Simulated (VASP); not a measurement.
BP:

```
B P
1.0
     0.00000    2.26900    2.26900
     2.26900    0.00000    2.26900
     2.26900    2.26900    0.00000
B P
1 1
Direct
  0.00000 0.00000 0.00000
  0.25000 0.25000 0.25000
```

- Program: VASP 6.6.1
- Task: relaxation of cell and atoms
- Functional: LDA
- Potentials or basis: VASP PAW LDA potentials, release 64 (B, P)
- Cutoff: 600 eV
- k mesh: 10 × 10 × 10
- Occupations: gaussian, width 0.01 eV
- Spin: no spin polarisation

At the start: pressure -5.3 GPa; volume 11.68 Å³/atom.

Question: How do energy, volume and symmetry change on relaxing?

Answer: Over 7 steps the energy falls by 6.3 meV/atom and the volume is 11.31 Å³/atom (-3.2 %); space group F-43m (No. 216, to 0.1 Å) before and after.

Step by step:
```
step  energy change (eV)  largest force (eV/Å)  pressure (GPa)  volume (Å³)
   1              0.0000                0.0000           -5.32        23.36
   2             -0.0051                0.0000            4.50        22.08
   3             -0.0126                0.0000           -0.01        22.63
   4             -0.0126                0.0000            0.09        22.61
   5             -0.0126                0.0000           -0.05        22.63
   6             -0.0126                0.0000           -0.02        22.62
   7             -0.0126                0.0000            0.01        22.62
```

Final structure:
```yaml
crystal:
  lattice:
    - [0.00000, 2.24472, 2.24472]
    - [2.24472, 0.00000, 2.24472]
    - [2.24472, 2.24472, 0.00000]
  atoms:
    - { symbol: B, position: [0.00000, 0.00000, 0.00000] }
    - { symbol: P, position: [0.25000, 0.25000, 0.25000] }
```
